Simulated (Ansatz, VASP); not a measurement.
Co: VASP beside Ansatz

```
Co
1.0
     2.45642    0.00000    0.00000
    -1.22821    2.12732    0.00000
     0.00000    0.00000    4.02901
Co
2
Direct
  0.66667 0.33333 0.25000
  0.33333 0.66667 0.75000
```

Change from the starting cell: strain +0.0150 x Voigt [0, 0, 1, 0, 0, 0], atoms carried along.

Alike in both runs: task single point; functional PBEsol; k mesh 30 × 30 × 16; occupations gaussian, width 0.15 eV; collinear spin.

|  | VASP | Ansatz |
| --- | --- | --- |
| version | VASP 6.6.1 | Ansatz 0.2.0 |
| potentials or method | VASP PAW PBE potentials, release 64 (Co), cutoff 520 eV | scalar-relativistic, plane waves, PAW |
| valence electrons in the cell | 18 | 34 |

|  | VASP | Ansatz | Ansatz less VASP |
| --- | --- | --- | --- |
| gap on the k mesh at the Fermi level (eV) | none | none | - |
| pressure (GPa) | -4.3 | -3.4 | +0.85 |
| traceless stress, the component that is largest in VASP (GPa) | -3.13 | -3.15 | -0.010 |
| net moment per atom (μB) | 1.58 | 1.59 | +0.006 |
| size of the moment on the site where the two differ most (μB) | 1.59 | 1.65 | +0.062 |

VASP's potentials were made for PBE, not for PBEsol. Site moments also hang on the region over which each program counts them. A gap of «none» marks a metal or a gap that the smearing closes. The functional is the same, so the differences come from potentials, cutoffs and numerics. VASP's potentials hold 18 valence electrons a cell and Ansatz's 34, so a difference there can come from the potentials and not from the codes.
